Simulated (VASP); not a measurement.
**GaSb (CsCl type): single point with PBE**

Crystal: GaSb (CsCl type).

```xyz
2
Lattice="3.1129 0.0000 0.0000 0.0000 3.1129 0.0000 0.0000 0.0000 3.1129" Properties=species:S:1:pos:R:3 pbc="T T T"
Ga    0.0000    0.0000    0.0000
Sb    1.5564    1.5564    1.5564
```

This cell differs from its parent crystal: volume scaled by 0.64.

- Program: VASP 6.6.1
- Task: single point
- Functional: PBE
- Potentials or basis: VASP PAW PBE potentials, release 64 (Ga_d, Sb)
- Cutoff: 520 eV
- k mesh: 13 × 13 × 13
- Occupations: fermi-dirac, width 0.1 eV
- Spin: no spin polarisation

```
Pressure               : 66.3 GPa
Band gap on the k mesh : zero (band 9 reaches 15.85 eV, above the bottom of band 10 at 10.13 eV)
```

Levels at points of the mesh, in eV from the Fermi level:
| k point | band 6 | band 7 | band 8 | band 9 | band 10 | band 11 | band 12 | band 13 |
| --- | --- | --- | --- | --- | --- | --- | --- | --- |
| (0.00, 0.00, 0.00) | -15.45 | -1.19 | -1.19 | -1.19 | 1.10 | 3.70 | 3.70 | 13.66 |

It took 16 s on 1 thread of Intel(R) Xeon(R) Platinum 8375C CPU @ 2.90GHz (Ice Lake), with other jobs on the host, peak memory 0.17 GiB.

Caveat: spin-orbit coupling is left out, which moves the levels of the heavy elements.
